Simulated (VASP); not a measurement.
Write the native input for VASP 6.6.1 that does the following.

```yaml
Task: single point
Functional: PBE
Potentials_or_basis: VASP PAW PBE potentials, release 64 (Mg, Cd, Se)
Cutoff: 520 eV
k_mesh: 6 × 6 × 2
Occupations: gaussian, width 0.1 eV
Spin: no spin polarisation
Dipole_correction: no
Further_INCAR_settings: ALGO = Normal; EDIFF = 1e-07; NBANDS = 34
```

The structure of MgCd3Se2 lies in POSCAR:

```
MgCd3Se2
1.0
    4.3597185500      0.0000000000      0.0000000000
   -2.1798592700      3.7756270200      0.0000000000
    0.0000000000      0.0000000000      8.6061899600
Mg Cd Se
1 3 2
Direct
    0.6666666700      0.3333333300      0.5000000000
    0.6666666700      0.3333333300      0.0000000000
    0.0000000000      0.0000000000      0.5000000000
    0.0000000000      0.0000000000      0.0000000000
    0.3333333300      0.6666666700      0.7520078400
    0.3333333300      0.6666666700      0.2479921600
```

The input as run:

INCAR

```
SYSTEM = MgCd3Se2
ALGO = Normal
EDIFF = 1E-7
ENCUT = 520
GGA = PE
ISIF = 2
ISMEAR = 0
LASPH = .TRUE.
LCHARG = .FALSE.
LREAL = .FALSE.
LWAVE = .FALSE.
NBANDS = 34
NELM = 80
PREC = Accurate
SIGMA = 0.1
```

KPOINTS

```
k-points
0
G
  6 6 2
  0 0 0
```

Potentials or basis: VASP PAW PBE potentials, release 64 (Mg, Cd, Se).

Launch:

```sh
$ cat potpaw_PBE.64/Mg/POTCAR potpaw_PBE.64/Cd/POTCAR potpaw_PBE.64/Se/POTCAR > POTCAR
$ mpirun -np 1 vasp_std > vasp.out
```

Results of the run:

```
Pressure               : 6.6 GPa
Largest force          : 0.592 eV/Å
Band gap on the k mesh : zero (band 25 reaches 3.54 eV, above the bottom of band 26 at 2.05 eV)
```

Caveat: the k points lie up to 0.37 Å⁻¹ apart.

Wall time 72 s on 1 thread of Intel(R) Xeon(R) Platinum 8259CL CPU @ 2.50GHz (Skylake/Cascade Lake), on a shared host, peak memory 0.26 GiB.
